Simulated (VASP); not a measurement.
Set up this calculation in VASP 6.6.1, as the native input.

```yaml
Task: density of states
Functional: PBE
Potentials_or_basis: VASP PAW PBE potentials, release 64 (W_sv, Si)
Cutoff: 520 eV
k_mesh: 10 × 10 × 8
Occupations: fermi-dirac, width 0.1 eV
Spin: no spin polarisation
Dipole_correction: no
k_mesh_for_the_DOS: 15 × 15 × 12
Occupations_for_the_DOS: tetrahedron
Further_INCAR_settings: ALGO = Normal; EDIFF = 1e-06
```

Crystal: Si2W (AlB2 type).

```xyz
3
Lattice="4.3452 0.0000 0.0000 -2.1726 3.7630 0.0000 0.0000 0.0000 2.5968" Properties=species:S:1:pos:R:3 pbc="T T T"
W     0.0000    0.0000    0.0000
Si    0.0000    2.5087    1.2984
Si    2.1726    1.2543    1.2984
```

One way to write it, as run:

POSCAR

```
Si2W
1.0
    4.3451759276      0.0000000000      0.0000000000
   -2.1725879638      3.7630327372      0.0000000000
    0.0000000000      0.0000000000      2.5967816072
W Si
1 2
Direct
    0.0000000000      0.0000000000      0.0000000000
    0.3333333333      0.6666666667      0.5000000000
    0.6666666667      0.3333333333      0.5000000000
```

INCAR.step1

```
SYSTEM = Si2W
ALGO = Normal ; EDIFF = 1E-6
ENCUT = 520 ; GGA = PE
ISIF = 2 ; ISMEAR = -1
LASPH = .True. ; LCHARG = .True.
LMAXMIX = 4 ; LREAL = .False.
LWAVE = .False. ; NBANDS = 18
NELM = 100 ; PREC = Accurate
SIGMA = 0.1
```

KPOINTS.step1

```
k-points
0
Gamma
  10 10 8
  0 0 0
```

INCAR.step2

```
SYSTEM = Si2W
ALGO = Normal ; EDIFF = 1E-6
ENCUT = 520 ; GGA = PE
ICHARG = 11 ; ISIF = 2
ISMEAR = -5 ; LASPH = .True.
LCHARG = .False. ; LMAXMIX = 4
LORBIT = 10 ; LREAL = .False.
LWAVE = .False. ; NEDOS = 2001
NELM = 100 ; PREC = Accurate
SIGMA = 0.1
```

KPOINTS.step2

```
k-points
0
Gamma
  15 15 12
  0 0 0
```

Potentials or basis: VASP PAW PBE potentials, release 64 (W_sv, Si).

Launch:

```console
$ cat potpaw_PBE.64/W_sv/POTCAR potpaw_PBE.64/Si/POTCAR > POTCAR
$ cp INCAR.step1 INCAR
$ cp KPOINTS.step1 KPOINTS
$ mpirun -np 1 vasp_std > vasp.out
$ cp INCAR.step2 INCAR
$ cp KPOINTS.step2 KPOINTS
$ mpirun -np 1 vasp_std > vasp.out
```

It gave:

- Valence electrons inside the program's atomic spheres: W 12.09; Si 1.58

Caveat: spin-orbit coupling is left out, which moves the levels of the heavy elements.

Run time: 86 s on 1 thread of AMD EPYC 9R45 (Zen 5) (shared host), peak memory 0.2 GiB.
